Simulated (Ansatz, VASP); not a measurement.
## Ga in VASP and in Ansatz

```xyz
4
Lattice="2.2319 -3.7932 0.0000 2.2319 3.7932 0.0000 0.0000 0.0000 4.5346" Properties=species:S:1:pos:R:3 pbc="T T T"
Ga    2.2319   -2.6115    0.3881
Ga    2.2319   -1.1817    2.6554
Ga    2.2319    2.6115    4.1466
Ga    2.2319    1.1817    1.8792
```

Alike in both runs: task single point; functional r2SCAN; k mesh 8 × 8 × 7; no spin polarisation.

|  | VASP | Ansatz |
| --- | --- | --- |
| version | VASP 6.6.1 | Ansatz 0.2.0 |
| potentials or method | VASP PAW PBE potentials, release 64 (Ga_d), cutoff 520 eV | plane waves (500 eV) with PAW, scalar-relativistic |
| occupations | methfessel-paxton of order 1, width 0.6 eV | cold, width 0.6 eV |
| valence electrons in the cell | 52 | 52 |

|  | VASP | Ansatz | Ansatz less VASP |
| --- | --- | --- | --- |
| pressure (GPa) | 0.0 | -0.1 | -0.12 |
| traceless stress, the component that is largest in VASP (GPa) | -0.22 | -0.07 | +0.155 |

VASP's potentials were made for PBE, not for r2SCAN.
